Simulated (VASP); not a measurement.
Ni: single point with PBE

The system is Ni.

```
Ni
1.0
     0.00000    1.80542    1.80542
     1.80542    0.00000    1.80542
     1.80542    1.80542    0.00000
Ni
1
Direct
  0.00000 0.00000 0.00000
```

This cell differs from its parent crystal: volume scaled by 1.08.

```yaml
Program: VASP 6.6.1
Task: single point
Functional: PBE
Potentials_or_basis: VASP PAW PBE potentials, release 64 (Ni)
Cutoff: 520 eV
k_mesh: 25 × 25 × 25
Occupations: fermi-dirac, width 0.05 eV
Spin: collinear spin, ferromagnetic start
Starting_moments: "[0.672] μB"
Dipole_correction: no
Further_INCAR_settings: ALGO = Normal; EDIFF = 1e-06; NBANDS = 15
```

| Item | Value |
| --- | --- |
| Pressure | -12.6 GPa |
| Net moment | 0.64 μB per cell |
| Site moments | Ni +0.66 μB |
| Valence electrons inside the program's atomic spheres | Ni 9.18 |

Levels at points of the mesh, in eV from the Fermi level:
Spin up:
| k point | band 2 | band 3 | band 4 | band 5 | band 6 | band 7 | band 8 | band 9 |
| --- | --- | --- | --- | --- | --- | --- | --- | --- |
| (0.00, 0.00, 0.00) | -2.26 | -2.26 | -2.26 | -1.20 | -1.20 | 23.05 | 26.30 | 26.30 |
Spin down:
| k point | band 2 | band 3 | band 4 | band 5 | band 6 | band 7 | band 8 | band 9 |
| --- | --- | --- | --- | --- | --- | --- | --- | --- |
| (0.00, 0.00, 0.00) | -1.49 | -1.49 | -1.49 | -0.60 | -0.60 | 22.87 | 26.29 | 26.29 |

Wall time 100 s on 1 thread of Intel(R) Xeon(R) Platinum 8124M CPU @ 3.00GHz (Skylake/Cascade Lake), on a shared host, peak memory 0.23 GiB.
